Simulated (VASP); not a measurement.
# Tc3Sn (Fm-3m) in VASP: single point with PBE

Aim: the single point of Tc3Sn with PBE.

All numbers are computed with VASP 6.6.1; they aren't measurements. Logs are shortened: lines on timing, memory, paths and dates and some standing lists are left out, and cuts for length are marked.

### Step 1. The cell of the first run

It takes space group Fm-3m (No. 225, cubic). Conventional cell: a = 6.344 Å, b = 6.344 Å, c = 6.344 Å, α = 90.00°, β = 90.00°, γ = 90.00°. Tc (site symmetry -43m) has 10 Tc at 2.75 to 3.17 Å and 4 Sn at 2.75 Å within 3.6 Å. Within 3.6 Å of Tc (site symmetry m-3m) lie 8 Tc at 2.75 Å and 6 Sn at 3.17 Å. Within 3.6 Å of Sn (site symmetry m-3m) lie 14 Tc at 2.75 to 3.17 Å.

### Step 2. Single point, PBE

Input file INCAR:

```
SYSTEM = Tc3Sn
PREC = Accurate ; ENCUT = 520
EDIFF = 1E-6 ; ISMEAR = -1
SIGMA = 0.15 ; LREAL = .FALSE.
LASPH = .TRUE. ; NELM = 100
ALGO = Normal ; ISIF = 2
LWAVE = .FALSE. ; LCHARG = .FALSE.
GGA = PE ; NBANDS = 34
```

Input file KPOINTS:

```
Automatic mesh
0
G
  6 6 6
  0 0 0
```

Input file POSCAR:

```
Tc3Sn
1.0
    0.0000000000      3.1721940000      3.1721940000
    3.1721940000      0.0000000000      3.1721940000
    3.1721940000      3.1721940000      0.0000000000
Tc Sn
3 1
Direct
    0.2500000000      0.2500000000      0.2500000000
    0.7500000000      0.7500000000      0.7500000000
    0.5000000000      0.5000000000      0.5000000000
    0.0000000000      0.0000000000      0.0000000000
```

Potentials or basis: VASP PAW PBE potentials, release 64 (Tc_pv, Sn_d).

On the command line:

```console
$ cat potpaw_PBE.64/Tc_pv/POTCAR potpaw_PBE.64/Sn_d/POTCAR > POTCAR
$ mpirun -np 1 vasp_std > vasp.out
```

OUTCAR:

```text
SYSTEM = Tc3Sn
   PREC = Accurate
   ENCUT = 520
   EDIFF = 1E-6
   ISMEAR = -1
   LREAL = .FALSE.
   LASPH = .TRUE.
   NELM = 100
   ISIF = 2
   GGA = PE

 ion  position               nearest neighbor table
   1  0.250  0.250  0.250-   4 2.75   4 2.75   4 2.75   3 2.75   3 2.75   3 2.75   4 2.75   3 2.75
                             2 3.17   2 3.17   2 3.17   2 3.17   2 3.17   2 3.17
   2  0.750  0.750  0.750-   3 2.75   3 2.75   3 2.75   4 2.75   4 2.75   4 2.75   4 2.75   3 2.75
                             1 3.17   1 3.17   1 3.17   1 3.17   1 3.17   1 3.17
   3  0.500  0.500  0.500-   1 2.75   1 2.75   1 2.75   2 2.75   2 2.75   2 2.75   2 2.75   1 2.75
                             4 3.17   4 3.17   4 3.17   4 3.17   4 3.17   4 3.17
   4  0.000  0.000  0.000-   2 2.75   2 2.75   2 2.75   1 2.75   1 2.75   1 2.75   2 2.75   1 2.75
                             3 3.17   3 3.17   3 3.17   3 3.17   3 3.17   3 3.17

  LATTYP: Found a face centered cubic cell.
 ALAT       =     6.3443880000

  Lattice vectors:

 A1 = (   0.0000000000,   3.1721940000,   3.1721940000)
 A2 = (   3.1721940000,   0.0000000000,   3.1721940000)
 A3 = (   3.1721940000,   3.1721940000,   0.0000000000)

Analysis of symmetry for initial positions (statically):
=====================================================================
 Subroutine PRICEL returns:
 Original cell was already a primitive cell.

 Routine SETGRP: Setting up the symmetry group for a
 face centered cubic supercell.

 Subroutine GETGRP returns: Found 48 space group operations
 (whereof 48 operations were pure point group operations)
 out of a pool of 48 trial point group operations.

The static configuration has the point symmetry O_h .

Analysis of symmetry for dynamics (positions and initial velocities):
=====================================================================
 Subroutine PRICEL returns:
 Original cell was already a primitive cell.

 Routine SETGRP: Setting up the symmetry group for a
 face centered cubic supercell.

 Subroutine GETGRP returns: Found 48 space group operations
 (whereof 48 operations were pure point group operations)
 out of a pool of 48 trial point group operations.

The dynamic configuration has the point symmetry O_h .

 Subroutine INISYM returns: Found 48 space group operations
 (whereof 48 operations are pure point group operations),
 and found     1 'primitive' translations

----------------------------------------------------------------------------------------

                                     Primitive cell

  volume of cell :      63.8424

  direct lattice vectors                    reciprocal lattice vectors
     0.000000000  3.172194000  3.172194000    -0.157619616  0.157619616  0.157619616
     3.172194000  0.000000000  3.172194000     0.157619616 -0.157619616  0.157619616
     3.172194000  3.172194000  0.000000000     0.157619616  0.157619616 -0.157619616

  length of vectors
     4.486159777  4.486159777  4.486159777     0.273005183  0.273005183  0.273005183

  position of ions in fractional coordinates (direct lattice)
     0.250000000  0.250000000  0.250000000
     0.750000000  0.750000000  0.750000000
     0.500000000  0.500000000  0.500000000
     0.000000000  0.000000000  0.000000000

  ion indices of the primitive-cell ions
   primitive index   ion index
                 1           1
                 2           2
                 3           3
                 4           4

----------------------------------------------------------------------------------------

 KPOINTS: Automatic mesh

Automatic generation of k-mesh.
 Grid dimensions read from file:
 generate k-points for:    6    6    6

 Generating k-lattice:

  Cartesian coordinates                     Fractional coordinates (reciprocal lattice)
    -0.026269936  0.026269936  0.026269936     0.166666667  0.000000000  0.000000000
     0.026269936 -0.026269936  0.026269936     0.000000000  0.166666667  0.000000000
     0.026269936  0.026269936 -0.026269936     0.000000000  0.000000000  0.166666667

  Length of vectors
     0.045500864  0.045500864  0.045500864

  Shift w.r.t. Gamma in fractional coordinates (k-lattice)
     0.000000000  0.000000000  0.000000000

 Subroutine IBZKPT returns following result:
 ===========================================

 Found     16 irreducible k-points:

 Following reciprocal coordinates:
            Coordinates               Weight
  0.000000  0.000000  0.000000      1.000000
  0.166667  0.000000  0.000000      8.000000
  0.333333  0.000000  0.000000      8.000000
  0.500000  0.000000  0.000000      4.000000
  0.166667  0.166667  0.000000      6.000000
  0.333333  0.166667  0.000000     24.000000
[... 8 lines left out ...]
 -0.333333  0.333333  0.166667     24.000000
 -0.333333  0.500000  0.166667     12.000000
   k-points           NKPTS =     16   k-points in BZ     NKDIM =     16   number of bands    NBANDS=     34
   number of dos      NEDOS =    301   number of ions     NIONS =      4
   total plane-waves  NPLWV =  46656
   dimension x,y,z NGX =    36 NGY =   36 NGZ =   36
   dimension x,y,z NGXF=    72 NGYF=   72 NGZF=   72
   ions per type =               3   1
   NGX,Y,Z   is equivalent  to a cutoff of  13.34, 13.34, 13.34 a.u.
   NGXF,Y,Z  is equivalent  to a cutoff of  26.68, 26.68, 26.68 a.u.
 SYSTEM =  Tc3Sn
   PREC   = accura    normal or accurate (medium, high low for compatibility)
   ISTART =      0    job   : 0-new  1-cont  2-samecut
   ICHARG =      2    charge: 1-file 2-atom 10-const
   ISPIN  =      1    spin polarized calculation?
   LNONCOLLINEAR =      F non collinear calculations
   LSORBIT =      F    spin-orbit coupling
   LASPH  =      T    aspherical Exc in radial PAW
   ENCUT  =  520.0 eV  38.22 Ry    6.18 a.u.   8.34  8.34  8.34*2*pi/ulx,y,z
   NELM   =    100;   NELMIN=  2; NELMDL= -5     # of ELM steps
   EDIFF  = 0.1E-05   stopping-criterion for ELM
   LREAL  =      F    real-space projection
   EDIFFG = 0.1E-04   stopping-criterion for IOM
   NSW    =      0    number of steps for IOM
   IBRION =     -1    ionic relax: 0-MD 1-quasi-New 2-CG
   NFREE  =      0    steps in history (QN), initial steepest desc. (CG)
   ISIF   =      2    stress and relaxation
   ISYM   =      2    0-nonsym 1-usesym 2-fastsym
   POTIM  = 0.5000    time-step for ionic-motion
   TEBEG  =    0.0;   TEEND  =   0.0 temperature during run
   PSTRESS=    0.0 pullay stress
   NELECT =      53.0000    total number of electrons
   NUPDOWN=      -1.0000    fix difference up-down
   EMIN   =  10.00;   EMAX   =-10.00  energy-range for DOS
   EFERMI =   0.00;   METHOD = LEGACY
   ISMEAR =    -1;   SIGMA  =   0.15  broadening in eV -4-tet -1-fermi 0-gaus
   EFERMI_NEDOS =   21; number of points for ismear=-14 and -15
   IALGO  =     38    algorithm
   IMIX   =      4    mixing-type and parameters
     AMIX     =   0.40;   BMIX     =  1.00
     AMIX_MAG =   1.60;   BMIX_MAG =  1.00
  volume/ion in A,a.u.               =      15.96       107.71
  Fermi-wavevector in a.u.,A,eV,Ry     =   1.538616  2.907564 32.209626  2.367341
  Thomas-Fermi vector in A             =   2.644960
   LORBIT       =      0    0 simple, 1 ext, 2 COOP (PROOUT), +10 PAW based schemes
   GGA     = PE    functional components
   LHFCALC =     F    Hartree Fock is set to
   AEXX    =    0.0000 exact exchange contribution
   IVDW    =     0    specifies the selected vdW correction
   LEPSILON=     F    determine dielectric tensor
   LRPA    =     F    only Hartree local field effects (RPA)
 non-spin polarized calculation
  energy-cutoff  :      520.00
  volume of cell :       63.84
 maximum number of plane-waves:      1759
 NGX is ok and might be reduce to    36
   NGX = 17   NGY = 17   NGZ = 17

 number of electron      53.0000002 magnetization

 Free energy of the ion-electron system (eV)
  ---------------------------------------------------
  ext. energy  EPLUGINS =         0.00000000
  ---------------------------------------------------
  free energy    TOTEN  =       -34.04707130 eV

  energy without entropy =      -33.70365406  energy(sigma->0) =      -33.87536268

 E-fermi :  12.3551     XC(G=0): -13.1361

 val. band max:       12.3550101831   @ k =   0.5000   0.5000   0.0000
 cond. band min:      12.3950422174   @ k =  -0.3333   0.3333   0.0000
 fundamental gap:      0.0400320342
 Fermi energy:        12.3551287251

 k-point     1 :       0.0000    0.0000    0.0000
  band No.  band energies     occupation
      1     -27.0112      2.00000
      2     -27.0112      2.00000
      3     -27.0112      2.00000
      4     -26.4459      2.00000
      5     -26.4459      2.00000
      6     -26.4459      2.00000
[... 26 lines left out ...]
     33      17.3062      0.00000
     34      17.3062      0.00000

 k-point     2 :       0.1667    0.0000    0.0000
  band No.  band energies     occupation
      1     -27.0216      2.00000
      2     -27.0216      2.00000
      3     -27.0162      2.00000
      4     -26.4300      2.00000
      5     -26.4300      2.00000
      6     -26.4085      2.00000
[... 26 lines left out ...]
     33      17.5755      0.00000
     34      17.5755      0.00000

 k-point     3 :       0.3333    0.0000    0.0000
  band No.  band energies     occupation
      1     -27.0410      2.00000
      2     -27.0410      2.00000
      3     -27.0162      2.00000
      4     -26.3974      2.00000
      5     -26.3974      2.00000
      6     -26.3506      2.00000
[... 26 lines left out ...]
     33      18.0195      0.00000
     34      18.0195      0.00000

 k-point     4 :       0.5000    0.0000    0.0000
  band No.  band energies     occupation
      1     -27.0501      2.00000
      2     -27.0501      2.00000
      3     -27.0118      2.00000
      4     -26.3801      2.00000
      5     -26.3798      2.00000
      6     -26.3798      2.00000
[... 26 lines left out ...]
     33      18.1868      0.00000
     34      18.1868      0.00000

 k-point     5 :       0.1667    0.1667    0.0000
  band No.  band energies     occupation
      1     -27.0351      2.00000
      2     -27.0351      2.00000
      3     -26.9983      2.00000
      4     -26.4185      2.00000
      5     -26.4185      2.00000
      6     -26.4056      2.00000
[... 325 lines left out ...]
 k-point    14 :       0.5000    0.3333    0.1667
  band No.  band energies     occupation
      1     -27.0766      2.00000
      2     -27.0520      2.00000
      3     -26.9981      2.00000
      4     -26.4190      2.00000
      5     -26.3561      2.00000
      6     -26.3475      2.00000
[... 26 lines left out ...]
     33      15.0917      0.00000
     34      18.3650      0.00000

 k-point    15 :      -0.3333    0.3333    0.1667
  band No.  band energies     occupation
      1     -27.0875      2.00000
      2     -27.0287      2.00000
      3     -27.0211      2.00000
      4     -26.4475      2.00000
      5     -26.3331      2.00000
      6     -26.3268      2.00000
[... 26 lines left out ...]
     33      14.8934      0.00000
     34      18.7146      0.00000

 k-point    16 :      -0.3333    0.5000    0.1667
  band No.  band energies     occupation
      1     -27.1010      2.00000
      2     -27.0600      2.00000
      3     -26.9814      2.00000
      4     -26.4706      2.00000
      5     -26.2987      2.00000
      6     -26.2979      2.00000
[... 26 lines left out ...]
     33      14.2053      0.00001
     34      18.8870      0.00000

------------------------ aborting loop because EDIFF is reached ----------------------------------------

  FORCE on cell =-STRESS in cart. coord.  units (eV):
  Direction    XX          YY          ZZ          XY          YZ          ZX
  --------------------------------------------------------------------------------------
  -------------------------------------------------------------------------------------
  Total       -0.5774879     -0.5774879     -0.5774879      0.0000000     -0.0000000      0.0000000
  in kB      -14.4925326    -14.4925326    -14.4925326      0.0000000     -0.0000000      0.0000000
  external PRESSURE =     -14.4925326 kB  Pullay stress =       0.0000000 kB

 VOLUME and BASIS-vectors are now :
 -----------------------------------------------------------------------------
  energy-cutoff  :      520.00
  volume of cell :       63.84
      direct lattice vectors                 reciprocal lattice vectors
     0.000000000  3.172194000  3.172194000    -0.157619616  0.157619616  0.157619616
     3.172194000  0.000000000  3.172194000     0.157619616 -0.157619616  0.157619616
     3.172194000  3.172194000  0.000000000     0.157619616  0.157619616 -0.157619616

 POSITION                                       TOTAL-FORCE (eV/Angst)
 -----------------------------------------------------------------------------------
      1.58610      1.58610      1.58610         0.000000      0.000000      0.000000
      4.75829      4.75829      4.75829        -0.000000     -0.000000     -0.000000
      3.17219      3.17219      3.17219         0.000000      0.000000      0.000000
      0.00000      0.00000      0.00000         0.000000      0.000000      0.000000
 -----------------------------------------------------------------------------------
    total drift:                                0.000000      0.000000      0.000000

  FREE ENERGIE OF THE ION-ELECTRON SYSTEM (eV)
  ---------------------------------------------------
  free  energy   TOTEN  =       -34.0470712994 eV

  energy  without entropy=      -33.7036540576  energy(sigma->0) =      -33.87536268
```

Run time: 64 s. Hardware: 1 thread of AMD EPYC 7R13, shared host; peak memory 0.18 GiB.

Results:

| Property | Result |
| --- | --- |
| Free energy | -34.0471 eV |
| Pressure | -1.4 GPa |
| Band gap on the k mesh | zero (an odd number of electrons rules out a gap without spin polarisation) |

Caveat: spin-orbit coupling is left out, which moves the levels of the heavy elements.
